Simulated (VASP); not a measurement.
# Ti2Hg (P4/mmm) in VASP: a series of runs

Ti2Hg is run at these levels: PBE; tasks: single point, relaxation of cell and atoms.

Program: VASP 6.6.1. These are calculated values, not measurements. Logs are shortened: lines on timing, memory, paths and dates and some standing lists are left out, and cuts for length are marked.

## 1. The cell of the first run

It takes space group P4/mmm (No. 123, tetragonal). The conventional cell has a = 2.953 Å, b = 2.953 Å, c = 5.642 Å, α = 90.00°, β = 90.00°, γ = 90.00°. Ti (site symmetry 4mm) has 4 Hg at 2.58 Å and 6 Ti at 2.60 to 3.05 Å within 3.4 Å. Hg (site symmetry 4/mmm) has 8 Ti at 2.58 Å and 4 Hg at 2.95 Å within 3.4 Å.

The cell was generated, and may not be a known phase.

## 2. Single point, PBE

Input file INCAR:

```
PREC = Accurate ; ENCUT = 520
EDIFF = 1E-7 ; ISMEAR = 0
SIGMA = 0.1 ; LREAL = F
LASPH = T ; NELM = 80
ALGO = Fast ; ISIF = 2
LWAVE = F ; LCHARG = F
GGA = PE ; NBANDS = 25
```

Input file KPOINTS:

```
Automatic mesh
0
Gamma
  6 6 4
```

Input file POSCAR:

```
Ti2Hg
1.0
    2.9530157900      0.0000000000      0.0000000000
    0.0000000000      2.9530157900      0.0000000000
    0.0000000000      0.0000000000      5.6419762400
Ti Hg
2 1
Direct
    0.5000000000      0.5000000000      0.2700000100
    0.5000000000      0.5000000000      0.7299999900
    0.0000000000      0.0000000000      0.0000000000
```

Potentials or basis: VASP PAW PBE potentials, release 64 (Ti_sv, Hg).

Launch:

```sh
> cat potpaw_PBE.64/Ti_sv/POTCAR potpaw_PBE.64/Hg/POTCAR > POTCAR
> mpirun -np 1 vasp_std > vasp.out
```

OUTCAR:

```text
PREC = Accurate
   ENCUT = 520
   EDIFF = 1E-7
   ISMEAR = 0
   LREAL = F
   LASPH = T
   NELM = 80
   ISIF = 2
   GGA = PE

 ion  position               nearest neighbor table
   1  0.500  0.500  0.270-   3 2.58   3 2.58   3 2.58   3 2.58   2 2.60
   2  0.500  0.500  0.730-   3 2.58   3 2.58   3 2.58   3 2.58   1 2.60
   3  0.000  0.000  0.000-   1 2.58   2 2.58   1 2.58   2 2.58   1 2.58   2 2.58   1 2.58   2 2.58

  LATTYP: Found a simple tetragonal cell.
 ALAT       =     2.9530157900
 C/A-ratio  =     1.9105811283

  Lattice vectors:

 A1 = (   2.9530157900,   0.0000000000,   0.0000000000)
 A2 = (   0.0000000000,   2.9530157900,   0.0000000000)
 A3 = (   0.0000000000,   0.0000000000,   5.6419762400)

Analysis of symmetry for initial positions (statically):
=====================================================================
 Subroutine PRICEL returns:
 Original cell was already a primitive cell.

 Routine SETGRP: Setting up the symmetry group for a
 simple tetragonal supercell.

 Subroutine GETGRP returns: Found 16 space group operations
 (whereof 16 operations were pure point group operations)
 out of a pool of 16 trial point group operations.

The static configuration has the point symmetry D_4h.

Analysis of symmetry for dynamics (positions and initial velocities):
=====================================================================
 Subroutine PRICEL returns:
 Original cell was already a primitive cell.

 Routine SETGRP: Setting up the symmetry group for a
 simple tetragonal supercell.

 Subroutine GETGRP returns: Found 16 space group operations
 (whereof 16 operations were pure point group operations)
 out of a pool of 16 trial point group operations.

The dynamic configuration has the point symmetry D_4h.

 Subroutine INISYM returns: Found 16 space group operations
 (whereof 16 operations are pure point group operations),
 and found     1 'primitive' translations

----------------------------------------------------------------------------------------

                                     Primitive cell

  volume of cell :      49.1997

  direct lattice vectors                    reciprocal lattice vectors
     2.953015790  0.000000000  0.000000000     0.338636862  0.000000000  0.000000000
     0.000000000  2.953015790  0.000000000     0.000000000  0.338636862  0.000000000
     0.000000000  0.000000000  5.641976240     0.000000000  0.000000000  0.177242859

  length of vectors
[... 83 lines left out ...]
   NELM   =     80;   NELMIN=  2; NELMDL= -5     # of ELM steps
   EDIFF  = 0.1E-06   stopping-criterion for ELM
   LREAL  =      F    real-space projection
   EDIFFG = 0.1E-05   stopping-criterion for IOM
   NSW    =      0    number of steps for IOM
   IBRION =     -1    ionic relax: 0-MD 1-quasi-New 2-CG
   NFREE  =      0    steps in history (QN), initial steepest desc. (CG)
   ISIF   =      2    stress and relaxation
   ISYM   =      2    0-nonsym 1-usesym 2-fastsym
   POTIM  = 0.5000    time-step for ionic-motion
   TEBEG  =    0.0;   TEEND  =   0.0 temperature during run
   PSTRESS=    0.0 pullay stress
   NELECT =      36.0000    total number of electrons
   NUPDOWN=      -1.0000    fix difference up-down
   EMIN   =  10.00;   EMAX   =-10.00  energy-range for DOS
   EFERMI =   0.00;   METHOD = LEGACY
   ISMEAR =     0;   SIGMA  =   0.10  broadening in eV -4-tet -1-fermi 0-gaus
   EFERMI_NEDOS =   21; number of points for ismear=-14 and -15
   IALGO  =     68    algorithm
   IMIX   =      4    mixing-type and parameters
     AMIX     =   0.40;   BMIX     =  1.00
     AMIX_MAG =   1.60;   BMIX_MAG =  1.00
  volume/ion in A,a.u.               =      16.40       110.67
  Fermi-wavevector in a.u.,A,eV,Ry     =   1.475213  2.787748 29.609725  2.176253
  Thomas-Fermi vector in A             =   2.589890
   LORBIT       =      0    0 simple, 1 ext, 2 COOP (PROOUT), +10 PAW based schemes
   GGA     = PE    functional components
   LHFCALC =     F    Hartree Fock is set to
   AEXX    =    0.0000 exact exchange contribution
   IVDW    =     0    specifies the selected vdW correction
   LEPSILON=     F    determine dielectric tensor
   LRPA    =     F    only Hartree local field effects (RPA)
 non-spin polarized calculation
 RMM-DIIS sequential band-by-band and
 Gauss-broadening in eV      SIGMA  =   0.10
  energy-cutoff  :      520.00
  volume of cell :       49.20
 maximum number of plane-waves:      1348
 NGX is ok and might be reduce to    24
   NGX = 11   NGY = 11   NGZ = 21

 number of electron      35.9999992 magnetization

 Free energy of the ion-electron system (eV)
  ---------------------------------------------------
  ext. energy  EPLUGINS =         0.00000000
  ---------------------------------------------------
  free energy    TOTEN  =       -12.62007766 eV

  energy without entropy =      -12.59587014  energy(sigma->0) =      -12.60797390

 E-fermi :   8.1283     XC(G=0): -12.0383

 val. band max:        8.1150858008   @ k =   0.0000   0.0000   0.2500
 cond. band min:       8.1295277789   @ k =   0.1667   0.0000   0.5000
 fundamental gap:      0.0144419781
 Fermi energy:         8.1282501920

 k-point     1 :       0.0000    0.0000    0.0000
  band No.  band energies     occupation
      1     -48.5803      2.00000
      2     -48.4926      2.00000
      3     -25.2068      2.00000
      4     -24.7070      2.00000
      5     -24.7070      2.00000
      6     -24.6544      2.00000
[... 661 lines left out ...]
     24      11.0888      0.00000
     25      11.1395      0.00000

 [... further k-points ...]

------------------------ aborting loop because EDIFF is reached ----------------------------------------

  FORCE on cell =-STRESS in cart. coord.  units (eV):
  Direction    XX          YY          ZZ          XY          YZ          ZX
  --------------------------------------------------------------------------------------
  -------------------------------------------------------------------------------------
  Total       11.7405864     11.7405864     13.9222298      0.0000000      0.0000000      0.0000000
  in kB      382.3292970    382.3292970    453.3739761      0.0000000      0.0000000      0.0000000
  external PRESSURE =     406.0108567 kB  Pullay stress =       0.0000000 kB

 VOLUME and BASIS-vectors are now :
 -----------------------------------------------------------------------------
  energy-cutoff  :      520.00
  volume of cell :       49.20
      direct lattice vectors                 reciprocal lattice vectors
     2.953015790  0.000000000  0.000000000     0.338636862  0.000000000  0.000000000
     0.000000000  2.953015790  0.000000000     0.000000000  0.338636862  0.000000000
     0.000000000  0.000000000  5.641976240     0.000000000  0.000000000  0.177242859

 POSITION                                       TOTAL-FORCE (eV/Angst)
 -----------------------------------------------------------------------------------
      1.47651      1.47651      1.52333        -0.000000     -0.000000      4.107553
      1.47651      1.47651      4.11864        -0.000000     -0.000000     -4.107553
      0.00000      0.00000      0.00000         0.000000      0.000000      0.000000
 -----------------------------------------------------------------------------------
    total drift:                                0.000000     -0.000000      0.000000

  FREE ENERGIE OF THE ION-ELECTRON SYSTEM (eV)
  ---------------------------------------------------
  free  energy   TOTEN  =       -12.6200776646 eV

  energy  without entropy=      -12.5958701402  energy(sigma->0) =      -12.60797390
```

stdout:

```text
POSCAR found type information on POSCAR TiHg
 POSCAR found :  2 types and       3 ions
 scaLAPACK will be used
[... 29 lines left out ...]
 num prob  num prob  num prob  num prob  num prob  num prob  num prob  num prob RMM:  31    -0.126200773684E+02   -0.16999E-06   -0.19956E-06  1719   0.598E-03    0.958E-04
 num prob  num prob  num prob  num prob  num prob  num prob WARNING in EDDRMM: call to ZHEGV failed, returncode =   8  4      6
 num prob RMM:  32    -0.126200774924E+02   -0.12398E-06   -0.14237E-06  1621   0.512E-03    0.703E-04
 num prob  num prob  num prob  num prob  num prob  num prob  num prob  num prob  num prob  num prob  num prob  num prob  num prob  num prob  num prob  num prob RMM:  33    -0.126200775872E+02   -0.94782E-07   -0.11159E-06  1454   0.457E-03    0.758E-04
 num prob  num prob  num prob  num prob  num prob  num prob RMM:  34    -0.126200776646E+02   -0.77440E-07   -0.91835E-07  1469   0.417E-03
```

Wall time 70 s (1 thread of AMD EPYC 7R13 (Zen 3), shared host); peak memory 0.15 GiB.

What came out:

- Free energy: -12.6201 eV
- Pressure: 40.6 GPa
- Largest force: 4.108 eV/Å
- Band gap on the k mesh: zero (bands 18 and 19 overlap by 0.77 eV)

Forces in eV/Å, atoms in the order of the input:
```
Ti   0.000  0.000  4.108
Ti   0.000  0.000 -4.108
Hg   0.000  0.000  0.000
```

Levels at points of the mesh, in eV from the Fermi level:
| k point | band 15 | band 16 | band 17 | band 18 | band 19 | band 20 | band 21 | band 22 |
| --- | --- | --- | --- | --- | --- | --- | --- | --- |
| (0.00, 0.00, 0.00) | -3.46 | -1.49 | -0.64 | -0.48 | -0.42 | 0.65 | 0.65 | 2.66 |
| (0.50, 0.00, 0.00) | -4.39 | -1.31 | -0.98 | 0.01 | 0.46 | 0.94 | 1.83 | 1.96 |
| (0.50, 0.50, 0.00) | -2.66 | -2.66 | -1.66 | 0.03 | 1.43 | 1.43 | 2.58 | 2.58 |
| (0.00, 0.00, 0.50) | -5.08 | -1.09 | -0.49 | 0.01 | 0.50 | 1.51 | 1.51 | 1.82 |
| (0.50, 0.00, 0.50) | -3.79 | -1.61 | -0.43 | -0.23 | -0.14 | 0.38 | 1.19 | 1.70 |
| (0.50, 0.50, 0.50) | -2.42 | -2.28 | -2.28 | -0.02 | -0.02 | 0.88 | 2.25 | 3.49 |

Caveat: the stress differs along the axes, from 38 to 45 GPa; spin-orbit coupling is left out, which moves the levels of the heavy elements; forces of over 1 eV/Å act on the atoms, so gaps and moduli don't describe the material at rest.

(Part 1 of 3 ends here.)

The gap in the log of VASP goes by the Fermi energy; the results here count the filled bands.